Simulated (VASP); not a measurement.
# Ti2O (P-3m1) in VASP: a series of runs

Runs on Ti2O. Level: r2SCAN. Tasks: single point.

All numbers are computed with VASP 6.6.1; they aren't measurements. Logs are shortened: lines on timing, memory, paths and dates and some standing lists are left out, and cuts for length are marked.

**1. The cell of the first run**

It takes space group P-3m1 (No. 164, trigonal). The conventional cell has a = 3.186 Å, b = 3.186 Å, c = 5.144 Å, α = 90.00°, β = 90.00°, γ = 120.00°. Within 3.1 Å of Ti (site symmetry 3m) lie 3 O at 2.33 Å and 3 Ti at 2.93 Å. O (site symmetry -3m) has 6 Ti at 2.33 Å within 3.1 Å.

**2. Single point, r2SCAN**

Contents of POSCAR:

```
Ti2O
1.0
    3.1862102260      0.0000000000      0.0000000000
   -1.5931051130      2.7593389975      0.0000000000
    0.0000000000      0.0000000000      5.1437346579
Ti O
2 1
Direct
    0.6666666667      0.3333333333      0.2787400000
    0.3333333333      0.6666666667      0.7212600000
    0.0000000000      0.0000000000      0.0000000000
```

Contents of INCAR.step1:

```
SYSTEM = Ti2O
  ALGO = Normal
  EDIFF = 1E-4
  ENCUT = 520
  GGA = PE
  ISMEAR = 0
  LASPH = .True.
  LCHARG = .False.
  LREAL = .False.
  LWAVE = .True.
  NBANDS = 22
  NELM = 60
  PREC = Accurate
  SIGMA = 0.1
```

Contents of INCAR.step2:

```
SYSTEM = Ti2O
  ALGO = Normal
  EDIFF = 1E-7
  ENCUT = 520
  ISIF = 2
  ISMEAR = 0
  ISTART = 1
  LASPH = .True.
  LCHARG = .True.
  LELF = .True.
  LMIXTAU = .True.
  LREAL = .False.
  LVHAR = .True.
  LWAVE = .False.
  METAGGA = R2SCAN
  NBANDS = 22
  NELM = 60
  PREC = Accurate
  SIGMA = 0.1
```

Contents of KPOINTS:

```
k-points
0
Gamma
  18 18 10
  0 0 0
```

Potentials or basis: VASP PAW PBE potentials, release 64 (Ti_sv, O).

Command:

```console
> cat potpaw_PBE.64/Ti_sv/POTCAR potpaw_PBE.64/O/POTCAR > POTCAR
> cp INCAR.step1 INCAR
> mpirun -np 1 vasp_std > vasp.out
> cp INCAR.step2 INCAR
> mpirun -np 1 vasp_std > vasp.out
```

OUTCAR:

```text
SYSTEM = Ti2O
   EDIFF = 1E-7
   ENCUT = 520
   ISIF = 2
   ISMEAR = 0
   ISTART = 1
   LASPH = .True.
   LREAL = .False.
   METAGGA = R2SCAN
   NELM = 60
   PREC = Accurate

 ion  position               nearest neighbor table
   1  0.667  0.333  0.279-   3 2.33   3 2.33   3 2.33
   2  0.333  0.667  0.721-   3 2.33   3 2.33   3 2.33
   3  0.000  0.000  0.000-   1 2.33   2 2.33   2 2.33   1 2.33   1 2.33   2 2.33

  LATTYP: Found a hexagonal cell.
 ALAT       =     3.1862102260
 C/A-ratio  =     1.6143739091

  Lattice vectors:

 A1 = (   3.1862102260,   0.0000000000,   0.0000000000)
 A2 = (  -1.5931051130,   2.7593389975,   0.0000000000)
 A3 = (   0.0000000000,   0.0000000000,   5.1437346579)

Analysis of symmetry for initial positions (statically):
=====================================================================
 Subroutine PRICEL returns:
 Original cell was already a primitive cell.

 Routine SETGRP: Setting up the symmetry group for a
 hexagonal supercell.

 Subroutine GETGRP returns: Found 12 space group operations
 (whereof 12 operations were pure point group operations)
 out of a pool of 24 trial point group operations.

The static configuration has the point symmetry D_3d.

Analysis of symmetry for dynamics (positions and initial velocities):
=====================================================================
 Subroutine PRICEL returns:
 Original cell was already a primitive cell.

 Routine SETGRP: Setting up the symmetry group for a
 hexagonal supercell.

 Subroutine GETGRP returns: Found 12 space group operations
 (whereof 12 operations were pure point group operations)
 out of a pool of 24 trial point group operations.

The dynamic configuration has the point symmetry D_3d.

 Subroutine INISYM returns: Found 12 space group operations
 (whereof 12 operations are pure point group operations),
 and found     1 'primitive' translations

----------------------------------------------------------------------------------------

                                     Primitive cell

  volume of cell :      45.2229

  direct lattice vectors                    reciprocal lattice vectors
     3.186210226  0.000000000  0.000000000     0.313852486  0.181202817  0.000000000
    -1.593105113  2.759338998  0.000000000     0.000000000  0.362405634  0.000000000
     0.000000000  0.000000000  5.143734658     0.000000000  0.000000000  0.194411272

  length of vectors
     3.186210226  3.186210226  5.143734658     0.362405634  0.362405634  0.194411272

  position of ions in fractional coordinates (direct lattice)
     0.666666667  0.333333333  0.278740000
     0.333333333  0.666666667  0.721260000
     0.000000000  0.000000000  0.000000000

  ion indices of the primitive-cell ions
   primitive index   ion index
                 1           1
                 2           2
                 3           3

----------------------------------------------------------------------------------------

 KPOINTS: k-points

Automatic generation of k-mesh.
 Grid dimensions read from file:
 generate k-points for:   18   18   10

 Generating k-lattice:

  Cartesian coordinates                     Fractional coordinates (reciprocal lattice)
     0.017436249  0.010066823  0.000000000     0.055555556  0.000000000  0.000000000
     0.000000000  0.020133646  0.000000000     0.000000000  0.055555556  0.000000000
     0.000000000  0.000000000  0.019441127     0.000000000  0.000000000  0.100000000

  Length of vectors
     0.020133646  0.020133646  0.019441127

  Shift w.r.t. Gamma in fractional coordinates (k-lattice)
     0.000000000  0.000000000  0.000000000

 Subroutine IBZKPT returns following result:
 ===========================================

 Found    330 irreducible k-points:

 Following reciprocal coordinates:
            Coordinates               Weight
  0.000000  0.000000  0.000000      1.000000
  0.055556  0.000000  0.000000      6.000000
  0.111111  0.000000  0.000000      6.000000
  0.166667 -0.000000  0.000000      6.000000
  0.222222  0.000000  0.000000      6.000000
  0.277778  0.000000  0.000000      6.000000
[... 16 lines left out ...]
  0.333333  0.111111  0.000000     12.000000
  0.388889  0.111111  0.000000     12.000000
 [... further k-points ...]
   k-points           NKPTS =    330   k-points in BZ     NKDIM =    330   number of bands    NBANDS=     22
   number of dos      NEDOS =    301   number of ions     NIONS =      3
   total plane-waves  NPLWV =  23040
   dimension x,y,z NGX =    24 NGY =   24 NGZ =   40
   dimension x,y,z NGXF=    48 NGYF=   48 NGZF=   80
   ions per type =               2   1
   NGX,Y,Z   is equivalent  to a cutoff of  12.52, 12.52, 12.93 a.u.
   NGXF,Y,Z  is equivalent  to a cutoff of  25.04, 25.04, 25.86 a.u.
 SYSTEM =  Ti2O
   PREC   = accura    normal or accurate (medium, high low for compatibility)
   ISTART =      1    job   : 0-new  1-cont  2-samecut
   ICHARG =      0    charge: 1-file 2-atom 10-const
   ISPIN  =      1    spin polarized calculation?
   LNONCOLLINEAR =      F non collinear calculations
   LSORBIT =      F    spin-orbit coupling
   LASPH  =      T    aspherical Exc in radial PAW
   ENCUT  =  520.0 eV  38.22 Ry    6.18 a.u.   5.92  5.92  9.56*2*pi/ulx,y,z
   NELM   =     60;   NELMIN=  2; NELMDL=  0     # of ELM steps
   EDIFF  = 0.1E-06   stopping-criterion for ELM
   LREAL  =      F    real-space projection
   EDIFFG = 0.1E-05   stopping-criterion for IOM
   NSW    =      0    number of steps for IOM
   IBRION =     -1    ionic relax: 0-MD 1-quasi-New 2-CG
   NFREE  =      0    steps in history (QN), initial steepest desc. (CG)
   ISIF   =      2    stress and relaxation
   ISYM   =      2    0-nonsym 1-usesym 2-fastsym
   POTIM  = 0.5000    time-step for ionic-motion
   TEBEG  =    0.0;   TEEND  =   0.0 temperature during run
   PSTRESS=    0.0 pullay stress
   NELECT =      30.0000    total number of electrons
   NUPDOWN=      -1.0000    fix difference up-down
   EMIN   =  10.00;   EMAX   =-10.00  energy-range for DOS
   EFERMI =   0.00;   METHOD = LEGACY
   ISMEAR =     0;   SIGMA  =   0.10  broadening in eV -4-tet -1-fermi 0-gaus
   EFERMI_NEDOS =   21; number of points for ismear=-14 and -15
   IALGO  =     38    algorithm
   IMIX   =      4    mixing-type and parameters
     AMIX     =   0.40;   BMIX     =  1.00
     AMIX_MAG =   1.60;   BMIX_MAG =  1.00
  volume/ion in A,a.u.               =      15.07       101.73
  Fermi-wavevector in a.u.,A,eV,Ry     =   1.427784  2.698121 27.736397  2.038568
  Thomas-Fermi vector in A             =   2.547916
   LORBIT       =      0    0 simple, 1 ext, 2 COOP (PROOUT), +10 PAW based schemes
   METAGGA = R2SCAN    functional components
   LHFCALC =     F    Hartree Fock is set to
   AEXX    =    0.0000 exact exchange contribution
   IVDW    =     0    specifies the selected vdW correction
   LEPSILON=     F    determine dielectric tensor
   LRPA    =     F    only Hartree local field effects (RPA)
 non-spin polarized calculation
 Gauss-broadening in eV      SIGMA  =   0.10
  energy-cutoff  :      520.00
  volume of cell :       45.22
 maximum number of plane-waves:      1242
   NGX = 11   NGY = 11   NGZ = 19

 number of electron      30.0000002 magnetization

 Free energy of the ion-electron system (eV)
  ---------------------------------------------------
  ext. energy  EPLUGINS =         0.00000000
  ---------------------------------------------------
  free energy    TOTEN  =       -36.93923106 eV

  energy without entropy =      -36.93384128  energy(sigma->0) =      -36.93653617

 E-fermi :   7.6418     XC(G=0): -11.9045

 val. band max:        7.6307762152   @ k =   0.1667  -0.0000   0.1000
 cond. band min:       7.6491922824   @ k =   0.2778   0.0000   0.3000
 fundamental gap:      0.0184160673
 Fermi energy:         7.6417769181

 k-point     1 :       0.0000    0.0000    0.0000
  band No.  band energies     occupation
      1     -52.4940      2.00000
      2     -52.4294      2.00000
      3     -27.8564      2.00000
      4     -27.5450      2.00000
      5     -27.5450      2.00000
      6     -27.4874      2.00000
[... 14 lines left out ...]
     21       8.6837      0.00000
     22      10.5451      0.00000

 k-point     2 :       0.0556    0.0000    0.0000
  band No.  band energies     occupation
      1     -52.4928      2.00000
      2     -52.4291      2.00000
      3     -27.8528      2.00000
      4     -27.5539      2.00000
      5     -27.5473      2.00000
      6     -27.4922      2.00000
[... 14 lines left out ...]
     21       8.7531      0.00000
     22      10.3677      0.00000

 k-point     3 :       0.1111    0.0000    0.0000
  band No.  band energies     occupation
      1     -52.4892      2.00000
      2     -52.4281      2.00000
      3     -27.8424      2.00000
      4     -27.5775      2.00000
      5     -27.5540      2.00000
      6     -27.5118      2.00000
[... 14 lines left out ...]
     21       8.9162      0.00000
     22      10.0549      0.00000

 k-point     4 :       0.1667   -0.0000    0.0000
  band No.  band energies     occupation
      1     -52.4835      2.00000
      2     -52.4266      2.00000
      3     -27.8262      2.00000
      4     -27.6107      2.00000
      5     -27.5640      2.00000
      6     -27.5408      2.00000
[... 14 lines left out ...]
     21       9.1151      0.00000
     22       9.7939      0.00000

 k-point     5 :       0.2222    0.0000    0.0000
  band No.  band energies     occupation
      1     -52.4764      2.00000
      2     -52.4251      2.00000
      3     -27.8062      2.00000
      4     -27.6499      2.00000
      5     -27.5758      2.00000
      6     -27.5743      2.00000
[... 417 lines left out ...]
 k-point    22 :       0.2778    0.1111    0.0000
  band No.  band energies     occupation
      1     -52.4580      2.00000
      2     -52.4232      2.00000
      3     -27.7647      2.00000
      4     -27.7222      2.00000
      5     -27.6522      2.00000
      6     -27.5904      2.00000
[... 14 lines left out ...]
     21       9.7568      0.00000
     22      10.1762      0.00000

 k-point    23 :       0.3333    0.1111    0.0000
  band No.  band energies     occupation
      1     -52.4510      2.00000
      2     -52.4236      2.00000
      3     -27.7641      2.00000
      4     -27.7449      2.00000
      5     -27.6524      2.00000
      6     -27.6048      2.00000
[... 14 lines left out ...]
     21       9.9136      0.00000
     22      10.1670      0.00000

 k-point    24 :       0.3889    0.1111    0.0000
  band No.  band energies     occupation
      1     -52.4457      2.00000
      2     -52.4245      2.00000
      3     -27.7772      2.00000
      4     -27.7507      2.00000
      5     -27.6440      2.00000
      6     -27.6145      2.00000
[... 14 lines left out ...]
     21       9.9510      0.00000
     22      10.1681      0.00000

 [... further k-points ...]

------------------------ aborting loop because EDIFF is reached ----------------------------------------

  FORCE on cell =-STRESS in cart. coord.  units (eV):
  Direction    XX          YY          ZZ          XY          YZ          ZX
  --------------------------------------------------------------------------------------
  -------------------------------------------------------------------------------------
  Total       -7.8464292     -7.8464292     -7.0917562      0.0000000      0.0000000     -0.0000000
  in kB     -277.9870717   -277.9870717   -251.2501529      0.0000000      0.0000000     -0.0000000
  external PRESSURE =    -269.0747654 kB  Pullay stress =       0.0000000 kB

 VOLUME and BASIS-vectors are now :
 -----------------------------------------------------------------------------
  energy-cutoff  :      520.00
  volume of cell :       45.22
      direct lattice vectors                 reciprocal lattice vectors
     3.186210226  0.000000000  0.000000000     0.313852486  0.181202817  0.000000000
    -1.593105113  2.759338998  0.000000000     0.000000000  0.362405634  0.000000000
     0.000000000  0.000000000  5.143734658     0.000000000  0.000000000  0.194411272

 POSITION                                       TOTAL-FORCE (eV/Angst)
 -----------------------------------------------------------------------------------
      1.59311      0.91978      1.43376         0.000000      0.000000     -0.746028
     -0.00000      1.83956      3.70997         0.000000     -0.000000      0.746028
      0.00000      0.00000      0.00000        -0.000000      0.000000      0.000000
 -----------------------------------------------------------------------------------
    total drift:                               -0.000000      0.000000      0.000000

  FREE ENERGIE OF THE ION-ELECTRON SYSTEM (eV)
  ---------------------------------------------------
  free  energy   TOTEN  =       -36.9392310594 eV

  energy  without entropy=      -36.9338412760  energy(sigma->0) =      -36.93653617
```

It took 15 min on 1 thread of Intel Xeon Platinum 8259CL at 2.50GHz (Skylake/Cascade Lake), shared host; peak memory 0.39 GiB.

What came out:

| Item | Value |
| --- | --- |
| Free energy | -36.9392 eV |
| Pressure | -26.9 GPa |
| Largest force | 0.746 eV/Å |
| Band gap on the k mesh | zero (band 15 reaches 7.96 eV, above the bottom of band 16 at 7.27 eV) |

Forces in eV/Å, atoms in the order of the input:
```
Ti   0.000  0.000 -0.746
Ti   0.000  0.000  0.746
O    0.000  0.000  0.000
```

Levels at points of the mesh, in eV from the Fermi level:
```tsv
k point	band 13	band 14	band 15	band 16	band 17	band 18
(0.00, 0.00, 0.00)	-4.26	-0.57	0.25	0.28	0.28	0.63
(0.50, 0.00, 0.00)	-2.13	-1.49	-0.97	0.84	1.11	1.94
(0.00, 0.00, 0.50)	-2.25	-1.80	0.07	0.07	0.90	1.29
(0.50, 0.00, 0.50)	-1.66	-1.49	-0.69	-0.37	0.54	2.06
```

Caveat: the PAW data sets were made with another functional, which shifts forces and pressure a little.

**3. Single point, r2SCAN**

This run uses another cell than the first one, of 11.60 Å³/atom, 0.769 times its volume.

Contents of POSCAR:

```
Ti2O
1.0
    2.9193980238      0.0000000000      0.0000000000
   -1.4596990119      2.5282728524      0.0000000000
    0.0000000000      0.0000000000      4.7130000000
Ti O
2 1
Direct
    0.6666666667      0.3333333333      0.2787400000
    0.3333333333      0.6666666667      0.7212600000
    0.0000000000      0.0000000000      0.0000000000
```

Contents of INCAR.step1:

```
PREC = Accurate ; ENCUT = 520
ISMEAR = 0 ; SIGMA = 0.1
LREAL = False ; LASPH = True
NELM = 60 ; NBANDS = 22
GGA = PE ; ALGO = Normal
EDIFF = 1E-4 ; LWAVE = True
LCHARG = False
```

Contents of INCAR.step2:

```
PREC = Accurate ; ENCUT = 520
EDIFF = 1E-6 ; ISMEAR = 0
SIGMA = 0.1 ; LREAL = False
LASPH = True ; NELM = 60
ALGO = Normal ; ISIF = 2
LWAVE = False ; LCHARG = False
METAGGA = R2SCAN ; LMIXTAU = True
NBANDS = 22 ; ISTART = 1
```

Contents of KPOINTS:

```
Automatic mesh
0
Gamma
  18 18 10
```

Potentials or basis: VASP PAW PBE potentials, release 64 (Ti_sv, O).

Command:

```console
> cat potpaw_PBE.64/Ti_sv/POTCAR potpaw_PBE.64/O/POTCAR > POTCAR
> cp INCAR.step1 INCAR
> mpirun -np 1 vasp_std > vasp.out
> cp INCAR.step2 INCAR
> mpirun -np 1 vasp_std > vasp.out
```

It took 13 min on 1 thread of Oxide Virtual Turin-like, shared host; peak memory 0.31 GiB.

The run converged. Its results:

* Free energy: -37.7640 eV
* Pressure: 10.1 GPa
* Largest force: 1.008 eV/Å
* Band gap on the k mesh: zero (band 15 reaches 11.12 eV, above the bottom of band 16 at 10.16 eV)

Forces in eV/Å, atoms in the order of the input:
```
Ti   0.000  0.000 -1.008
Ti   0.000  0.000  1.008
O    0.000  0.000  0.000
```

Stress tensor (GPa, compression positive):
```
 7.46  0.00  0.00
 0.00  7.46  0.00
 0.00  0.00 15.34
```

Levels at points of the mesh, in eV from the Fermi level:
| k point | band 12 | band 13 | band 14 | band 15 | band 16 | band 17 | band 18 | band 19 |
| --- | --- | --- | --- | --- | --- | --- | --- | --- |
| (0.00, 0.00, 0.00) | -6.27 | -4.14 | -0.65 | 0.37 | 0.43 | 0.43 | 0.94 | 0.94 |
| (0.50, 0.00, 0.00) | -6.81 | -3.00 | -1.69 | -0.75 | 1.26 | 1.70 | 3.06 | 3.17 |
| (0.00, 0.00, 0.50) | -6.37 | -2.23 | -2.02 | 0.09 | 0.09 | 1.39 | 1.98 | 1.98 |
| (0.50, 0.00, 0.50) | -6.71 | -1.81 | -1.69 | -0.85 | -0.47 | 0.81 | 3.05 | 3.14 |

Caveat: the PAW data sets were made with another functional, which shifts forces and pressure a little.
